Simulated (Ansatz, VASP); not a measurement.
Two plane-wave programs on Sr2SO

The input INCAR:

```
SYSTEM = Sr2SO
PREC = Accurate ; ENCUT = 520
EDIFF = 1E-6 ; ISMEAR = 0
SIGMA = 0.01 ; LREAL = .FALSE.
LASPH = .TRUE. ; NELM = 100
ALGO = Normal ; ISIF = 2
LWAVE = .FALSE. ; LCHARG = .TRUE.
GGA = PS ; LELF = .TRUE.
LVHAR = .TRUE. ; NBANDS = 24
```

Contents of KPOINTS:

```
Automatic mesh
0
G
  5 5 4
  0 0 0
```

File POSCAR:

```
Sr2SO
1.0
    4.0432370000      0.0000000000      0.0000000000
    0.0000000000      4.0432370000      0.0000000000
    0.0000000000      0.0000000000      5.7180000000
Sr S O
2 1 1
Direct
    0.0000000000      0.0000000000      0.0000000000
    0.5000000000      0.5000000000      0.5000000000
    0.0000000000      0.0000000000      0.5000000000
    0.5000000000      0.5000000000      0.0000000000
```

Input for Ansatz:

```yaml
crystal:
  lattice:
    - [4.043237, 0.0, 0.0]
    - [0.0, 4.043237, 0.0]
    - [0.0, 0.0, 5.718]
  atoms:
    - { symbol: Sr, position: [0.0, 0.0, 0.0] }
    - { symbol: Sr, position: [0.5, 0.5, 0.5] }
    - { symbol: S, position: [0.0, 0.0, 0.5] }
    - { symbol: O, position: [0.5, 0.5, 0.0] }
basis:
  ecutwfc: 525.0
kpoints:
  mp_grid:
    grid: [5, 5, 4]
hamiltonian:
  xc: pbesol
scf:
  occupations:
    method: fixed
output:
  stress: true
```

Alike in both runs: task single point; functional PBEsol; k mesh 5 × 5 × 4; no spin polarisation.

|  | VASP | Ansatz |
| --- | --- | --- |
| version | VASP 6.6.1 | Ansatz 0.2.0 |
| potentials or method | VASP PAW PBE potentials, release 64 (Sr_sv, S, O), cutoff 520 eV | plane waves, PAW |
| occupations | gaussian, width 0.01 eV | fixed |
| valence electrons in the cell | 32 | 32 |

```csv
,VASP,Ansatz,Ansatz less VASP
pressure (GPa),-2.4,-2.7,-0.25
"traceless stress, the component that is largest in VASP (GPa)",0.08,0.08,-0.001
```

VASP's potentials were made for PBE, not for PBEsol.
